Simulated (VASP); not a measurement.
# AlCu3: electric field gradients with PBEsol

Crystal: AlCu3.

```
Al Cu
1.0
     5.14460    0.00000    0.00000
    -2.57230    4.45535    0.00000
     0.00000    0.00000    4.17613
Al Cu
2 6
Cartesian
  2.5723 1.4851 1.0440
  0.0000 2.9702 3.1321
  1.2755 0.7364 3.1321
  3.8691 0.7364 3.1321
  2.5723 2.9826 3.1321
  1.2968 3.7190 1.0440
  -1.2968 3.7190 1.0440
  0.0000 1.4728 1.0440
```

| Item | Value |
| --- | --- |
| Program | VASP 6.6.1 |
| Task | electric field gradients |
| Functional | PBEsol |
| Potentials or basis | VASP PAW PBE potentials, release 64 (Al, Cu) |
| Cutoff | 520 eV |
| k mesh | 12 × 12 × 8 |
| Occupations | fermi-dirac, width 0.15 eV |
| Spin | no spin polarisation |
| Dipole correction | no |
| Further INCAR settings | ALGO = Fast; EDIFF = 1e-08; NBANDS = 46 |

```yaml
Pressure: 0.6 GPa
Band_gap_on_the_k_mesh: zero (band 36 reaches 10.29 eV, above the bottom of band 37 at 7.69 eV)
```

Levels at points of the mesh, in eV from the Fermi level:
```
           k point  band 34  band 35  band 36  band 37  band 38  band 39
(0.00, 0.00, 0.00)    -1.34    -1.34    -0.78    -0.06    -0.06     1.62
(0.50, 0.00, 0.00)    -1.30     0.59     1.04     1.88     2.59     3.30
(0.00, 0.00, 0.50)    -1.29    -1.29    -1.29    -0.86    -0.86     2.57
(0.50, 0.00, 0.50)    -2.33    -0.91    -0.91    -0.66    -0.66     5.33
```

Electric field gradients, principal values (V/Å²):
```tsv
atom	least	middle	greatest (by size)
1 Al	0.099	0.102	-0.201
2 Al	0.099	0.102	-0.201
3 Cu	-0.534	-8.126	8.660
4 Cu	-0.530	-8.121	8.651
5 Cu	-0.534	-8.126	8.660
6 Cu	-0.534	-8.126	8.660
7 Cu	-0.530	-8.121	8.651
8 Cu	-0.534	-8.126	8.660
```

Run time: 4.4 min on 1 thread of Intel(R) Xeon(R) 6975P-C (Granite Rapids) (shared host), peak memory 0.43 GiB.

Caveat: without QUAD_EFG the Cq values of the log hold for a quadrupole moment of 1 mb, not for the nuclei; the PAW data sets were made with another functional, which shifts forces and pressure a little.
